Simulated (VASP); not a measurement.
Set up this calculation in VASP 6.6.1, as the native input.

```
Task                   : single point
Functional             : PBE
Dispersion             : D4
Potentials or basis    : VASP PAW PBE potentials, release 64 (P)
Cutoff                 : 500 eV
k mesh                 : 8 × 8 × 6
Occupations            : fermi-dirac, width 0.05 eV
Spin                   : no spin polarisation
Dipole correction      : no
Further INCAR settings : ALGO = Normal; EDIFF = 1e-06; NBANDS = 18
```

The structure of P lies in POSCAR:

```
P
1.0
    1.6141062751     -5.3534750391      0.0000000000
    1.6141062751      5.3534750391      0.0000000000
    0.0000000000      0.0000000000      4.4508823070
P
4
Direct
    0.9041431300      0.0958568700      0.5888151700
    0.0958568700      0.9041431300      0.4111848300
    0.5958568700      0.4041431300      0.0888151700
    0.4041431300      0.5958568700      0.9111848300
```

The input as run:

INCAR

```
PREC = Accurate ; ENCUT = 500
EDIFF = 1E-6 ; ISMEAR = -1
SIGMA = 0.05 ; LREAL = False
LASPH = True ; NELM = 120
ALGO = Normal ; ISIF = 2
LWAVE = False ; LCHARG = True
GGA = PE ; IVDW = 13
LELF = True ; LVHAR = True
NBANDS = 18 ; GGA_COMPAT = False
```

KPOINTS

```
Automatic mesh
0
Gamma
  8 8 6
```

Potentials or basis: VASP PAW PBE potentials, release 64 (P).

Command:

```bash
$ cat potpaw_PBE.64/P/POTCAR > POTCAR
$ mpirun -np 1 vasp_std > vasp.out
```

It gave:

```json
{
 "Pressure": "4.1 GPa",
 "Largest force": "0.868 eV/Å",
 "Band gap on the k mesh": "0.02 eV",
 "Dispersion energy per atom": "-0.383 eV"
}
```

Caveat: the cell stands under pressure.

Wall time 56 s on 1 thread of Intel(R) Xeon(R) 6975P-C (Granite Rapids) (shared host), peak memory 0.25 GiB.
